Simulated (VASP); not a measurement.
# MnO (Fm-3m) in VASP: notebook

Runs on MnO. Level: PBE+U. Tasks: single point.

Program: VASP 6.6.1. These are calculated values, not measurements. Logs are shortened: lines on timing, memory, paths and dates and some standing lists are left out, and cuts for length are marked.

### Step 1. The cell of the first run

Symmetry: Fm-3m, No. 225, cubic system. The conventional cell has a = 4.444 Å, b = 4.444 Å, c = 4.444 Å, α = 90.00°, β = 90.00°, γ = 90.00°. Mn (site symmetry m-3m) has 6 O at 2.22 Å within 2.9 Å. Within 2.9 Å of O (site symmetry m-3m) lie 6 Mn at 2.22 Å.

### Step 2. Single point, PBE+U, collinear spin, ferromagnetic start

Input file POSCAR:

```
MnO
1.0
    0.0000000000      2.2220003300      2.2220003300
    2.2220003300      0.0000000000      2.2220003300
    2.2220003300      2.2220003300      0.0000000000
Mn O
1 1
Direct
    0.0000000000      0.0000000000      0.0000000000
    0.5000000000      0.5000000000      0.5000000000
```

Input file INCAR.step1:

```
SYSTEM = MnO
PREC = Accurate
ENCUT = 520
EDIFF = 1E-6
ISMEAR = -1
SIGMA = 0.05
LREAL = .False.
LASPH = .True.
NELM = 200
ALGO = Normal
ISIF = 2
LWAVE = .False.
LCHARG = .True.
ISPIN = 2
MAGMOM = 4 0
LMAXMIX = 4
LDAU = .True.
LDAUTYPE = 2
LDAUL = 2 -1
LDAUU = 3 0
LDAUJ = 0 0
LDAUPRINT = 1
GGA = PE
NBANDS = 22
GGA_COMPAT = .False.
NEDOS = 2001
LORBIT = 11
```

Input file KPOINTS.step1:

```
regular mesh
0
Gamma
  10 10 10
  0 0 0
```

Input file INCAR.step2:

```
SYSTEM = MnO
PREC = Accurate
ENCUT = 520
EDIFF = 1E-6
ISMEAR = -5
SIGMA = 0.05
LREAL = .False.
LASPH = .True.
NELM = 200
ALGO = Normal
ISIF = 2
LWAVE = .False.
LCHARG = .False.
ISPIN = 2
MAGMOM = 4 0
LORBIT = 11
LMAXMIX = 4
LDAU = .True.
LDAUTYPE = 2
LDAUL = 2 -1
LDAUU = 3 0
LDAUJ = 0 0
LDAUPRINT = 1
GGA = PE
NEDOS = 1001
ICHARG = 11
GGA_COMPAT = .False.
```

Input file KPOINTS.step2:

```
regular mesh
0
Gamma
  15 15 15
  0 0 0
```

Potentials or basis: VASP PAW PBE potentials, release 64 (Mn_sv, O).

The run is started by

```
> cat potpaw_PBE.64/Mn_sv/POTCAR potpaw_PBE.64/O/POTCAR > POTCAR
> cp INCAR.step1 INCAR
> cp KPOINTS.step1 KPOINTS
> mpirun -np 1 vasp_std > vasp.out
> cp INCAR.step2 INCAR
> cp KPOINTS.step2 KPOINTS
> mpirun -np 1 vasp_std > vasp.out
```

OUTCAR:

```text
SYSTEM = MnO
   PREC = Accurate
   ENCUT = 520
   EDIFF = 1E-6
   ISMEAR = -5
   LREAL = .False.
   LASPH = .True.
   NELM = 200
   ISIF = 2
   ISPIN = 2
   LORBIT = 11
   GGA = PE
   ICHARG = 11

 ion  position               nearest neighbor table
   1  0.000  0.000  0.000-   2 2.22   2 2.22   2 2.22   2 2.22   2 2.22   2 2.22
   2  0.500  0.500  0.500-   1 2.22   1 2.22   1 2.22   1 2.22   1 2.22   1 2.22

  LATTYP: Found a face centered cubic cell.
 ALAT       =     4.4440006600

  Lattice vectors:

 A1 = (   0.0000000000,   2.2220003300,   2.2220003300)
 A2 = (   2.2220003300,   0.0000000000,   2.2220003300)
 A3 = (   2.2220003300,   2.2220003300,   0.0000000000)

Analysis of symmetry for initial positions (statically):
=====================================================================
 Subroutine PRICEL returns:
 Original cell was already a primitive cell.

 Routine SETGRP: Setting up the symmetry group for a
 face centered cubic supercell.

 Subroutine GETGRP returns: Found 48 space group operations
 (whereof 48 operations were pure point group operations)
 out of a pool of 48 trial point group operations.

The static configuration has the point symmetry O_h .

Analysis of symmetry for dynamics (positions and initial velocities):
=====================================================================
 Subroutine PRICEL returns:
 Original cell was already a primitive cell.

 Routine SETGRP: Setting up the symmetry group for a
 face centered cubic supercell.

 Subroutine GETGRP returns: Found 48 space group operations
 (whereof 48 operations were pure point group operations)
 out of a pool of 48 trial point group operations.

The dynamic configuration has the point symmetry O_h .

Analysis of structural, dynamic, and magnetic symmetry:
=====================================================================
 Subroutine PRICEL returns:
 Original cell was already a primitive cell.

 Routine SETGRP: Setting up the symmetry group for a
 face centered cubic supercell.

 Subroutine GETGRP returns: Found 48 space group operations
 (whereof 48 operations were pure point group operations)
 out of a pool of 48 trial point group operations.

The overall configuration has the point symmetry O_h .

 Subroutine INISYM returns: Found 48 space group operations
 (whereof 48 operations are pure point group operations),
 and found     1 'primitive' translations

----------------------------------------------------------------------------------------

                                     Primitive cell

  volume of cell :      21.9413

  direct lattice vectors                    reciprocal lattice vectors
     0.000000000  2.222000330  2.222000330    -0.225022469  0.225022469  0.225022469
     2.222000330  0.000000000  2.222000330     0.225022469 -0.225022469  0.225022469
     2.222000330  2.222000330  0.000000000     0.225022469  0.225022469 -0.225022469

  length of vectors
     3.142383002  3.142383002  3.142383002     0.389750349  0.389750349  0.389750349

  position of ions in fractional coordinates (direct lattice)
     0.000000000  0.000000000  0.000000000
     0.500000000  0.500000000  0.500000000

  ion indices of the primitive-cell ions
   primitive index   ion index
                 1           1
                 2           2

----------------------------------------------------------------------------------------

 KPOINTS: regular mesh

Automatic generation of k-mesh.
 Grid dimensions read from file:
 generate k-points for:   15   15   15

 Generating k-lattice:
[... 65 lines left out ...]
   LREAL  =      F    real-space projection
   EDIFFG = 0.1E-04   stopping-criterion for IOM
   NSW    =      0    number of steps for IOM
   IBRION =     -1    ionic relax: 0-MD 1-quasi-New 2-CG
   NFREE  =      0    steps in history (QN), initial steepest desc. (CG)
   ISIF   =      2    stress and relaxation
   ISYM   =      2    0-nonsym 1-usesym 2-fastsym
   POTIM  = 0.5000    time-step for ionic-motion
   TEBEG  =    0.0;   TEEND  =   0.0 temperature during run
   PSTRESS=    0.0 pullay stress
   NELECT =      21.0000    total number of electrons
   NUPDOWN=      -1.0000    fix difference up-down
   EMIN   =  10.00;   EMAX   =-10.00  energy-range for DOS
   EFERMI =   0.00;   METHOD = LEGACY
   ISMEAR =    -5;   SIGMA  =   0.05  broadening in eV -4-tet -1-fermi 0-gaus
   EFERMI_NEDOS =   21; number of points for ismear=-14 and -15
   IALGO  =     38    algorithm
   IMIX   =      4    mixing-type and parameters
     AMIX     =   0.40;   BMIX     =  1.00
     AMIX_MAG =   1.60;   BMIX_MAG =  1.00
  volume/ion in A,a.u.               =      10.97        74.03
  Fermi-wavevector in a.u.,A,eV,Ry     =   1.613345  3.048779 35.414344  2.602881
  Thomas-Fermi vector in A             =   2.708429
   LORBIT       =     11    0 simple, 1 ext, 2 COOP (PROOUT), +10 PAW based schemes
 LDA+U is selected, type is set to LDAUTYPE =  2
   angular momentum for each species LDAUL =     2   -1
   U (eV)           for each species LDAUU =   3.0  0.0
   J (eV)           for each species LDAUJ =   0.0  0.0
   GGA     = PE    functional components
   LHFCALC =     F    Hartree Fock is set to
   AEXX    =    0.0000 exact exchange contribution
   IVDW    =     0    specifies the selected vdW correction
   LEPSILON=     F    determine dielectric tensor
   LRPA    =     F    only Hartree local field effects (RPA)
 spin polarized calculation
 Fermi weights with tetrahedron method with Bloechl corrections
  energy-cutoff  :      520.00
  volume of cell :       21.94
 maximum number of plane-waves:       609

atom =   1  type =  1  l = 2

 onsite density matrix

spin component  1

  0.9021 -0.0000 -0.0000  0.0000  0.0000
 -0.0000  0.9021 -0.0000 -0.0000 -0.0000
 -0.0000 -0.0000  0.9357 -0.0000 -0.0000
  0.0000 -0.0000 -0.0000  0.9021  0.0000
  0.0000 -0.0000 -0.0000  0.0000  0.9357

spin component  2

  0.0154  0.0000  0.0000 -0.0000  0.0000
  0.0000  0.0154  0.0000  0.0000  0.0000
  0.0000  0.0000  0.0575 -0.0000  0.0000
 -0.0000  0.0000 -0.0000  0.0154 -0.0000
  0.0000  0.0000  0.0000 -0.0000  0.0575

 occupancies and eigenvectors

  o =  0.0154  v =  0.0000  0.0000  0.0000  0.0000  0.0000  1.0000 -0.0000 -0.0000  0.0000 -0.0000      0.0000  0.0000  0.0000  0.0000  0.0000  0.0000  0.0000  0.0000  0.0000  0.0000
  o =  0.0154  v =  0.0000  0.0000  0.0000  0.0000  0.0000 -0.0000 -1.0000  0.0000 -0.0007 -0.0000      0.0000  0.0000  0.0000  0.0000  0.0000  0.0000  0.0000  0.0000  0.0000  0.0000
  o =  0.0154  v =  0.0000  0.0000  0.0000  0.0000  0.0000 -0.0000 -0.0007  0.0000  1.0000  0.0000      0.0000  0.0000  0.0000  0.0000  0.0000  0.0000  0.0000  0.0000  0.0000  0.0000
  o =  0.0575  v =  0.0000  0.0000  0.0000  0.0000  0.0000 -0.0000 -0.0000 -1.0000  0.0000  0.0000      0.0000  0.0000  0.0000  0.0000  0.0000  0.0000  0.0000  0.0000  0.0000  0.0000
  o =  0.0575  v =  0.0000  0.0000  0.0000  0.0000  0.0000  0.0000  0.0000  0.0000 -0.0000  1.0000      0.0000  0.0000  0.0000  0.0000  0.0000  0.0000  0.0000  0.0000  0.0000  0.0000
  o =  0.9021  v =  1.0000  0.0000  0.0000  0.0000  0.0000  0.0000  0.0000  0.0000  0.0000  0.0000      0.0000  0.0000  0.0000  0.0000  0.0000  0.0000  0.0000  0.0000  0.0000  0.0000
  o =  0.9021  v =  0.0000 -0.1342  0.0000  0.9910 -0.0000  0.0000  0.0000  0.0000  0.0000  0.0000      0.0000  0.0000  0.0000  0.0000  0.0000  0.0000  0.0000  0.0000  0.0000  0.0000
  o =  0.9021  v =  0.0000  0.9910 -0.0000  0.1342  0.0000  0.0000  0.0000  0.0000  0.0000  0.0000      0.0000  0.0000  0.0000  0.0000  0.0000  0.0000  0.0000  0.0000  0.0000  0.0000
  o =  0.9357  v =  0.0000  0.0000  1.0000 -0.0000  0.0000  0.0000  0.0000  0.0000  0.0000  0.0000      0.0000  0.0000  0.0000  0.0000  0.0000  0.0000  0.0000  0.0000  0.0000  0.0000
  o =  0.9357  v =  0.0000 -0.0000 -0.0000 -0.0000  1.0000  0.0000  0.0000  0.0000  0.0000  0.0000      0.0000  0.0000  0.0000  0.0000  0.0000  0.0000  0.0000  0.0000  0.0000  0.0000

 number of electron      20.9999986 magnetization       4.9999971

 Free energy of the ion-electron system (eV)
  ---------------------------------------------------
  ext. energy  EPLUGINS =         0.00000000
  ---------------------------------------------------
  free energy    TOTEN  =       -15.52749504 eV

  energy without entropy =      -15.52749504  energy(sigma->0) =      -15.52749504

 E-fermi :   8.8756     XC(G=0): -11.8641

 val. band max:        8.8758239504   @ k =   0.4667   0.0000   0.0000
 cond. band min:       8.8430325609   @ k =   0.0000   0.0000   0.0000
 fundamental gap:     -0.0327913896
 Fermi energy:         8.8755726434

 spin component 1

 k-point     1 :       0.0000    0.0000    0.0000
  band No.  band energies     occupation
      1     -72.3178      1.00000
      2     -41.0570      1.00000
      3     -41.0570      1.00000
      4     -41.0570      1.00000
      5     -10.7758      1.00000
      6       5.0231      1.00000
[... 895 lines left out ...]
      5     -10.0529      1.00000
      6       4.3841      1.00000
[... 8 lines left out ...]
     15      22.8138      0.00000
     16      25.1106      0.00000

 [... further k-points ...]

------------------------ aborting loop because EDIFF is reached ----------------------------------------

  FORCE on cell =-STRESS in cart. coord.  units (eV):
  Direction    XX          YY          ZZ          XY          YZ          ZX
  --------------------------------------------------------------------------------------
  -------------------------------------------------------------------------------------
  Total        0.6664277      0.6664277      0.6664277      0.0000000      0.0000000     -0.0000000
  in kB       48.6632646     48.6632646     48.6632646      0.0000000      0.0000000     -0.0000000
  external PRESSURE =      48.6632646 kB  Pullay stress =       0.0000000 kB

 VOLUME and BASIS-vectors are now :
 -----------------------------------------------------------------------------
  energy-cutoff  :      520.00
  volume of cell :       21.94
      direct lattice vectors                 reciprocal lattice vectors
     0.000000000  2.222000330  2.222000330    -0.225022469  0.225022469  0.225022469
     2.222000330  0.000000000  2.222000330     0.225022469 -0.225022469  0.225022469
     2.222000330  2.222000330  0.000000000     0.225022469  0.225022469 -0.225022469

 POSITION                                       TOTAL-FORCE (eV/Angst)
 -----------------------------------------------------------------------------------
      0.00000      0.00000      0.00000         0.000000      0.000000     -0.000000
      2.22200      2.22200      2.22200         0.000000      0.000000      0.000000
 -----------------------------------------------------------------------------------
    total drift:                                0.000000     -0.000000     -0.000000

  FREE ENERGIE OF THE ION-ELECTRON SYSTEM (eV)
  ---------------------------------------------------
  free  energy   TOTEN  =       -15.5274950366 eV

  energy  without entropy=      -15.5274950366  energy(sigma->0) =      -15.52749504

 total charge

# of ion       s       p       d       tot
------------------------------------------
    1        2.113   6.010   4.717  12.840
    2        1.556   3.451   0.000   5.007
--------------------------------------------------
tot          3.669   9.461   4.717  17.847

 magnetization (x)

# of ion       s       p       d       tot
------------------------------------------
    1        0.023   0.015   4.401   4.438
    2        0.026   0.159   0.000   0.185
--------------------------------------------------
tot          0.049   0.174   4.401   4.623
```

Run time: 69 s. Hardware: 1 thread of Intel Xeon Platinum 8259CL at 2.50GHz (Skylake/Cascade Lake), shared host; peak memory 0.19 GiB.

Results:

| Quantity | Value |
| --- | --- |
| Net moment | 5.00 μB per cell |
| Site moments | Mn +4.44; O +0.18 μB |
| Valence electrons inside the program's atomic spheres | Mn 12.84; O 5.01 |

Levels at points of the mesh, in eV from the Fermi level:
Spin up:
```
           k point  band 9  band 10  band 11  band 12  band 13  band 14  band 15  band 16
(0.00, 0.00, 0.00)   -3.46    -3.46    -3.10    -3.10    -3.10    -0.03    14.38    16.32
```
Spin down:
| k point | band 4 | band 5 | band 6 | band 7 | band 8 | band 9 | band 10 | band 11 | band 12 | band 13 |
| --- | --- | --- | --- | --- | --- | --- | --- | --- | --- | --- |
| (0.00, 0.00, 0.00) | -44.99 | -19.23 | -2.75 | -2.75 | -2.75 | 1.34 | 2.51 | 2.51 | 2.51 | 3.17 |

Eigenvalues of the final occupation matrices:
```csv
site,spin,trace,eigenvalues
site 1 d,1,4.58,0.90 0.90 0.90 0.94 0.94
site 1 d,2,0.16,0.02 0.02 0.02 0.06 0.06
```

Caveat: a cell with one magnetic atom can't hold antiferromagnetic order, which such compounds often take. The state reached can hang on the start; a lower one may exist.

### Step 3. Single point, PBE+U, collinear spin, ferromagnetic start

Input file INCAR:

```
SYSTEM = MnO
PREC = Accurate ; ENCUT = 700
EDIFF = 1E-6 ; ISMEAR = -1
SIGMA = 0.05 ; LREAL = .False.
LASPH = .True. ; NELM = 200
ALGO = Normal ; ISIF = 2
LWAVE = .False. ; LCHARG = .False.
ISPIN = 2 ; MAGMOM = 4 0
LORBIT = 11 ; LMAXMIX = 4
LDAU = .True. ; LDAUTYPE = 2
LDAUL = 2 -1 ; LDAUU = 8 0
LDAUJ = 0 0 ; LDAUPRINT = 1
GGA = PE ; NBANDS = 22
GGA_COMPAT = .False.
```

Input file KPOINTS:

```
Automatic mesh
0
Gamma
  10 10 10
  0 0 0
```

POSCAR is that of step 2.

Potentials or basis: VASP PAW PBE potentials, release 64 (Mn_sv, O).

The run is started by

```
> cat potpaw_PBE.64/Mn_sv/POTCAR potpaw_PBE.64/O/POTCAR > POTCAR
> mpirun -np 1 vasp_std > vasp.out
```

Run time: 36 s. Hardware: 1 thread of AMD EPYC 9R45 (Zen 5), shared host; peak memory 0.17 GiB.

Results (log left out):

| Property | Result |
| --- | --- |
| Free energy | -14.5093 eV |
| Pressure | 8.0 GPa |
| Band gap on the k mesh | 1.03 eV (least direct gap 2.79 eV) |
| Net moment | 5.00 μB per cell |
| Site moments | Mn +4.70; O +0.12 μB |
| Valence electrons inside the program's atomic spheres | Mn 12.99; O 5.02 |

Levels at points of the mesh, in eV from the valence-band top:
Spin up:
```
           k point  band 9  band 10  band 11  band 12  band 13  band 14  band 15  band 16  band 17  band 18
(0.00, 0.00, 0.00)   -4.91    -4.91    -2.00    -2.00    -2.00     1.03    15.40    16.51    16.51    16.51
(0.50, 0.00, 0.00)   -4.38    -4.38    -3.04     0.00     0.00     4.94     9.25    13.29    13.29    19.11
(0.50, 0.50, 0.00)   -4.15    -4.15    -4.05    -3.09    -3.09     6.43     9.46    10.63    15.18    15.18
```
Spin down:
```csv
k point,band 6,band 7,band 8,band 9,band 10,band 11
"(0.00, 0.00, 0.00)",-1.77,-1.77,-1.77,2.28,5.31,5.31
"(0.50, 0.00, 0.00)",-5.73,-2.84,-2.84,5.92,6.32,7.00
"(0.50, 0.50, 0.00)",-4.93,-2.78,-2.78,2.91,6.68,6.95
```

Eigenvalues of the final occupation matrices:
```tsv
site	spin	trace	eigenvalues
site 1 d	1	4.79	0.95 0.95 0.95 0.98 0.98
site 1 d	2	0.10	0.01 0.01 0.01 0.04 0.04
```

Caveat: the cell stands under pressure; a cell with one magnetic atom can't hold antiferromagnetic order, which such compounds often take. A k mesh can miss the band edges.

### Step 4. Single point, PBE+U, collinear spin, ferromagnetic start

POSCAR is that of step 3.

Input file INCAR.step1:

```
  PREC = Accurate
  ENCUT = 520
  EDIFF = 1E-6
  ISMEAR = -1
  SIGMA = 0.05
  LREAL = F
  LASPH = T
  NELM = 200
  ALGO = Normal
  ISIF = 2
  LWAVE = F
  LCHARG = T
  ISPIN = 2
  MAGMOM = 4 0
  LMAXMIX = 4
  LDAU = T
  LDAUTYPE = 2
  LDAUL = 2 -1
  LDAUU = 4 0
  LDAUJ = 0 0
  LDAUPRINT = 1
  GGA = PE
  NBANDS = 22
  GGA_COMPAT = F
  NEDOS = 2001
  LORBIT = 11
```

Input file KPOINTS.step1:

```
regular mesh
0
Gamma
  10 10 10
```

Input file INCAR.step2:

```
  PREC = Accurate
  ENCUT = 520
  EDIFF = 1E-6
  ISMEAR = -5
  SIGMA = 0.05
  LREAL = F
  LASPH = T
  NELM = 200
  ALGO = Normal
  ISIF = 2
  LWAVE = F
  LCHARG = F
  ISPIN = 2
  MAGMOM = 4 0
  LORBIT = 10
  LMAXMIX = 4
  LDAU = T
  LDAUTYPE = 2
  LDAUL = 2 -1
  LDAUU = 4 0
  LDAUJ = 0 0
  LDAUPRINT = 1
  GGA = PE
  NEDOS = 2001
  ICHARG = 11
  GGA_COMPAT = F
```

Input file KPOINTS.step2:

```
regular mesh
0
Gamma
  15 15 15
```

The run is started by

```
> cat potpaw_PBE.64/Mn_sv/POTCAR potpaw_PBE.64/O/POTCAR > POTCAR
> cp INCAR.step1 INCAR
> cp KPOINTS.step1 KPOINTS
> mpirun -np 1 vasp_std > vasp.out
> cp INCAR.step2 INCAR
> cp KPOINTS.step2 KPOINTS
> mpirun -np 1 vasp_std > vasp.out
```

It took 47 s on 1 thread of Intel Xeon Platinum 8488C (Sapphire Rapids), shared host; peak memory 0.18 GiB.

The run converged. Its results:

```yaml
Net_moment: 5.00 μB per cell
Site_moments: Mn +4.48; O +0.17 μB
Valence_electrons_inside_the_program's_atomic_spheres: Mn 12.86; O 5.01
```

Levels at points of the mesh, in eV from the valence-band top:
Spin up:
```tsv
k point	band 10	band 11	band 12	band 13	band 14	band 15	band 16
(0.00, 0.00, 0.00)	-3.69	-2.86	-2.86	-2.86	0.20	14.60	16.40
```
Spin down:
| k point | band 6 | band 7 | band 8 | band 9 | band 10 | band 11 |
| --- | --- | --- | --- | --- | --- | --- |
| (0.00, 0.00, 0.00) | -2.53 | -2.53 | -2.53 | 1.54 | 3.10 | 3.10 |

Eigenvalues of the final occupation matrices:
| site | spin | trace | eigenvalues |
| --- | --- | --- | --- |
| site 1 d | 1 | 4.61 | 0.91 0.91 0.91 0.94 0.94 |
| site 1 d | 2 | 0.15 | 0.01 0.01 0.01 0.05 0.05 |

Caveat: a cell with one magnetic atom can't hold antiferromagnetic order, which such compounds often take. The state reached can hang on the start; a lower one may exist.

### Step 5. Summary

```tsv
U	cutoff (eV)	k mesh for the DOS	occupations for the DOS	moment (μB)
Mn d U = 3.0 eV	520	15 × 15 × 15	tetrahedron	5.00
Mn d U = 8.0 eV	700	-	-	5.00
Mn d U = 4.0 eV	520	15 × 15 × 15	tetrahedron	5.00
```

Alike in all rows: task single point; level PBE+U; potentials or basis VASP PAW PBE potentials, release 64 (Mn_sv, O); spin collinear, ferromagnetic start; cell as given; k mesh 10 × 10 × 10; smearing fermi-dirac 0.05 eV.

Caveats: a cell with one magnetic atom can't hold antiferromagnetic order, which such compounds often take; the cell stands under pressure (at least some runs).

Total energies depend on the potentials used, so only differences within one code and one set of settings carry meaning.
